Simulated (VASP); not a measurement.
# NaF (Fm-3m) in VASP: notebook, part 2 of 2

VASP 6.6.1. The steps go on from the part before.

### 3 Single point, PBEsol

This run uses another cell than the first one, of 10.19 Å³/atom.

File INCAR:

```
PREC = Accurate
ENCUT = 520
EDIFF = 1E-6
ISMEAR = 0
SIGMA = 0.01
LREAL = False
LASPH = True
NELM = 60
ALGO = Normal
ISIF = 2
LWAVE = False
LCHARG = False
GGA = PS
NBANDS = 14
```

File KPOINTS:

```
Automatic mesh
0
Gamma
  8 8 8
```

File POSCAR:

```
NaF
1.0
    2.1681094013      2.1681094013      0.0000000000
   -2.1681094013      2.1681094013      0.0000000000
    0.0000000000      2.1681094013      2.1681094013
Na F
1 1
Direct
    0.0000000000      0.0000000000      0.0000000000
    0.5000000000      0.5000000000      0.0000000000
```

Potentials or basis: VASP PAW PBE potentials, release 64 (Na_pv, F).

On the command line:

```bash
$ cat potpaw_PBE.64/Na_pv/POTCAR potpaw_PBE.64/F/POTCAR > POTCAR
$ mpirun -np 1 vasp_std > vasp.out
```

OUTCAR:

```text
PREC = Accurate
   ENCUT = 520
   EDIFF = 1E-6
   ISMEAR = 0
   LREAL = False
   LASPH = True
   NELM = 60
   ISIF = 2
   GGA = PS

 ion  position               nearest neighbor table
   1  0.000  0.000  0.000-   2 2.17   2 2.17   2 2.17   2 2.17   2 2.17   2 2.17
   2  0.500  0.500  0.000-   1 2.17   1 2.17   1 2.17   1 2.17   1 2.17   1 2.17

  LATTYP: Found a face centered cubic cell.
 ALAT       =     4.3362188026

  Lattice vectors:

 A1 = (   0.0000000000,   2.1681094013,   2.1681094013)
 A2 = (   2.1681094013,   0.0000000000,   2.1681094013)
[... 586 lines left out ...]
     11      20.1140      0.00000
     12      23.1794      0.00000
     13      24.4462      0.00000
     14      30.0443      0.00000

 [... further k-points ...]
[... 5 lines left out ...]
  --------------------------------------------------------------------------------------
  -------------------------------------------------------------------------------------
  Total        1.9543714      1.9543714      1.9543714      0.0000000      0.0000000     -0.0000000
  in kB      153.6187092    153.6187092    153.6187092      0.0000000      0.0000000     -0.0000000
  external PRESSURE =     153.6187092 kB  Pullay stress =       0.0000000 kB

 VOLUME and BASIS-vectors are now :
 -----------------------------------------------------------------------------
  energy-cutoff  :      520.00
  volume of cell :       20.38
      direct lattice vectors                 reciprocal lattice vectors
     2.168109401  2.168109401  0.000000000     0.230615669  0.230615669 -0.230615669
    -2.168109401  2.168109401  0.000000000    -0.230615669  0.230615669 -0.230615669
     0.000000000  2.168109401  2.168109401     0.000000000  0.000000000  0.461231338

 POSITION                                       TOTAL-FORCE (eV/Angst)
 -----------------------------------------------------------------------------------
      0.00000      0.00000      0.00000         0.000000     -0.000000      0.000000
      0.00000      2.16811      0.00000         0.000000      0.000000      0.000000
 -----------------------------------------------------------------------------------
    total drift:                                0.000000     -0.000000     -0.000000

  FREE ENERGIE OF THE ION-ELECTRON SYSTEM (eV)
  ---------------------------------------------------
  free  energy   TOTEN  =        -8.5845620984 eV

  energy  without entropy=       -8.5845620984  energy(sigma->0) =       -8.58456210
```

OSZICAR:

```text
N       E                     dE             d eps       ncg     rms          rms(c)
DAV:   1     0.102427363263E+03    0.10243E+03   -0.79407E+03   828   0.132E+03
DAV:   2    -0.444454553690E+01   -0.10687E+03   -0.10017E+03   890   0.337E+02
DAV:   3    -0.932477030115E+01   -0.48802E+01   -0.48729E+01   992   0.668E+01
DAV:   4    -0.935998852608E+01   -0.35218E-01   -0.35217E-01   968   0.591E+00
DAV:   5    -0.936028687372E+01   -0.29835E-03   -0.29835E-03   926   0.552E-01    0.501E+00
DAV:   6    -0.859886606086E+01    0.76142E+00   -0.23285E+00  1026   0.164E+01    0.166E+00
DAV:   7    -0.858702318679E+01    0.11843E-01   -0.37025E-02   842   0.228E+00    0.101E+00
DAV:   8    -0.858435539298E+01    0.26678E-02   -0.18897E-02   872   0.263E+00    0.138E-01
DAV:   9    -0.858463957403E+01   -0.28418E-03   -0.35871E-03  1148   0.604E-01    0.925E-02
DAV:  10    -0.858456538462E+01    0.74189E-04   -0.41053E-04   920   0.289E-01    0.232E-02
DAV:  11    -0.858456201045E+01    0.33742E-05   -0.41108E-05   920   0.632E-02    0.356E-03
DAV:  12    -0.858456209840E+01   -0.87947E-07   -0.62428E-07   944   0.823E-03
   1 F= -.85845621E+01 E0= -.85845621E+01  d E =-.857317E-16
```

It took 7.6 s on 1 thread of Intel Xeon 8259CL, shared host; peak memory 0.13 GiB.

Results:

- Free energy: -8.5846 eV
- Pressure: 15.4 GPa
- Band gap on the k mesh: 7.34 eV

Caveat: the cell stands under pressure; the PAW data sets were made with another functional, which shifts forces and pressure a little.

### 4 Single point, PBEsol

This run uses another cell than the first one, of 11.09 Å³/atom.

File INCAR:

```
SYSTEM = NaF
PREC     = Accurate       ! precision mode
ENCUT    = 520            ! plane-wave cutoff, eV
EDIFF    = 1E-6           ! SCF threshold, eV
ISMEAR   = 0              ! smearing method
SIGMA    = 0.01           ! smearing width, eV
LREAL    = .FALSE.        ! projectors in reciprocal space
LASPH    = .TRUE.         ! aspherical terms in the spheres
NELM     = 80             ! most SCF steps
ALGO     = Normal         ! electronic algorithm
ISIF     = 2              ! what is computed and relaxed
LWAVE    = .FALSE.        ! write WAVECAR
LCHARG   = .TRUE.         ! write CHGCAR
GGA      = PS             ! functional
LELF     = .TRUE.         ! ELF
LVHAR    = .TRUE.       
NBANDS   = 14             ! bands
```

File KPOINTS:

```
regular mesh
0
G
  8 8 8
  0 0 0
```

File POSCAR:

```
NaF
1.0
    2.2303419733      2.2303419733      0.0000000000
   -2.2303419733      2.2303419733      0.0000000000
    0.0000000000      2.2303419733      2.2303419733
Na F
1 1
Direct
    0.0000000000      0.0000000000      0.0000000000
    0.5000000000      0.5000000000      0.0000000000
```

On the command line:

```bash
$ cat potpaw_PBE.64/Na_pv/POTCAR potpaw_PBE.64/F/POTCAR > POTCAR
$ mpirun -np 1 vasp_std > vasp.out
```

Run time: 9.5 s. Hardware: 1 thread of Intel Xeon 8259CL, shared host; peak memory 0.13 GiB.

The run converged. Its results:

- Free energy: -8.7119 eV
- Pressure: 7.1 GPa
- Band gap on the k mesh: 6.80 eV

Levels at points of the mesh, in eV from the valence-band top:
```csv
k point,band 4,band 5,band 6,band 7,band 8,band 9,band 10,band 11
"(0.00, 0.00, 0.00)",-18.45,0.00,0.00,0.00,6.80,19.64,19.64,19.64
"(0.50, 0.00, 0.00)",-17.68,-1.89,-0.32,-0.32,11.31,13.32,21.23,21.23
"(0.50, 0.50, 0.00)",-18.53,-1.48,-0.47,-0.47,13.45,13.94,14.69,21.16
```

Caveat: the cell stands under pressure; the PAW data sets were made with another functional, which shifts forces and pressure a little.

### 5 Single point, PBEsol

This run uses another cell than the first one, of 11.09 Å³/atom.

File INCAR:

```
PREC = Accurate
ENCUT = 520
EDIFF = 1E-6
ISMEAR = 0
SIGMA = 0.01
LREAL = False
LASPH = True
NELM = 60
ALGO = Normal
ISIF = 2
LWAVE = False
LCHARG = True
GGA = PS
LELF = True
LVHAR = True
NBANDS = 14
```

File KPOINTS:

```
Automatic mesh
0
Gamma
  8 8 8
```

POSCAR is that of step 4.

On the command line:

```bash
$ cat potpaw_PBE.64/Na_pv/POTCAR potpaw_PBE.64/F/POTCAR > POTCAR
$ mpirun -np 1 vasp_std > vasp.out
```

Run time: 11 s. Hardware: 1 thread of Intel Xeon 8259CL, shared host; peak memory 0.13 GiB.

Results (log left out):

| Property | Result |
| --- | --- |
| Free energy | -8.7119 eV |
| Pressure | 7.1 GPa |
| Band gap on the k mesh | 6.80 eV |

Levels at points of the mesh, in eV from the valence-band top:
| k point | band 5 | band 6 | band 7 | band 8 | band 9 | band 10 |
| --- | --- | --- | --- | --- | --- | --- |
| (0.00, 0.00, 0.00) | 0.00 | 0.00 | 0.00 | 6.80 | 19.64 | 19.64 |
| (0.50, 0.00, 0.00) | -1.89 | -0.32 | -0.32 | 11.31 | 13.32 | 21.23 |
| (0.50, 0.50, 0.00) | -1.48 | -0.47 | -0.47 | 13.45 | 13.94 | 14.69 |

Caveat: the cell stands under pressure; the PAW data sets were made with another functional, which shifts forces and pressure a little.

### 6 Overview

| task | cell | cutoff (eV) | gap on the mesh (eV) | pressure (GPa) |
| --- | --- | --- | --- | --- |
| relaxation of cell and atoms | relaxed to 15 GPa from a = 3.274 Å, angles 60.0, 60.0, 90.0°, 2 atoms | 600 | 7.34 | 15.0 |
| single point | a = 3.066 Å, angles 60.0, 60.0, 90.0°, 2 atoms | 520 | 7.34 | 15.4 |
| single point | a = 3.154 Å, angles 60.0, 60.0, 90.0°, 2 atoms | 520 | 6.80 | 7.1 |

Alike in all rows: level PBEsol; potentials or basis VASP PAW PBE potentials, release 64 (Na_pv, F); no spin polarisation; k mesh 8 × 8 × 8; smearing gaussian 0.01 eV.

Caveats: the PAW data sets were made with another functional, which shifts forces and pressure a little; the cell stands under pressure (at least some runs); the cell is relaxed towards a set pressure, so the run minimises the enthalpy, not the energy (at least some runs); the volume moved by over 15 % at a fixed basis, so the end points are rough (at least some runs).

Absolute energies hang on the potentials; compare differences alone.
